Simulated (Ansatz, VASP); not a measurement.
## Mg: VASP beside Ansatz

Contents of INCAR:

```
SYSTEM = Mg
ALGO = Normal ; EDIFF = 1E-6
ENCUT = 600 ; GGA = PE
GGA_COMPAT = .FALSE. ; ISIF = 2
ISMEAR = 0 ; LASPH = .TRUE.
LCHARG = .TRUE. ; LELF = .TRUE.
LREAL = .FALSE. ; LVHAR = .TRUE.
LWAVE = .FALSE. ; NBANDS = 7
NELM = 120 ; PREC = Accurate
SIGMA = 0.1
```

KPOINTS

```
k-points
0
G
  6 6 6
  0 0 0
```

POSCAR

```
Mg
1.0
   -1.8359916300      1.8359916300      1.6794040200
    1.8359916300     -1.8359916300      1.6794040200
    1.8359916300      1.8359916300     -1.6794040200
Mg
1
Direct
    0.6290000000      0.0810000000      0.3170000000
```

Input for Ansatz:

```yaml
crystal:
  lattice:
    - [-1.83599163, 1.83599163, 1.67940402]
    - [1.83599163, -1.83599163, 1.67940402]
    - [1.83599163, 1.83599163, -1.67940402]
  atoms:
    - { symbol: Mg, position: [0.629, 0.081, 0.317] }
basis:
  ecutwfc: 420
kpoints:
  mp_grid: { grid: [6, 6, 6] }
hamiltonian:
  xc: pbe
scf:
  occupations: { method: gaussian, width: 0.1 }
  mixing: { beta: 0.72, ndim: 1 }
  initial_density: { chi_scale: 0, normalization: atom }
  max_iter: 53
output:
  forces: true
  stress: true
  eigenvalues: true
  populations: true
```

Alike in both runs: task single point; functional PBE; k mesh 6 × 6 × 6; occupations gaussian, width 0.1 eV; no spin polarisation.

|  | VASP | Ansatz |
| --- | --- | --- |
| version | VASP 6.6.1 | Ansatz 0.2.0 |
| potentials or method | VASP PAW PBE potentials, release 64 (Mg), cutoff 600 eV | scalar-relativistic, plane waves, PAW |
| valence electrons in the cell | 2 | 10 |

```csv
,VASP,Ansatz,Ansatz less VASP
gap on the k mesh at the Fermi level (eV),none,none,-
pressure (GPa),0.5,0.6,+0.13
"traceless stress, the component that is largest in VASP (GPa)",2.75,2.76,+0.012
```

A gap of «none» marks a metal or a gap that the smearing closes. The functional is the same, so the differences come from potentials, cutoffs and numerics. VASP's potentials hold 2 valence electrons a cell and Ansatz's 10, so a difference there can come from the potentials and not from the codes.

The k mesh is coarse, so the values compare programs but aren't converged.
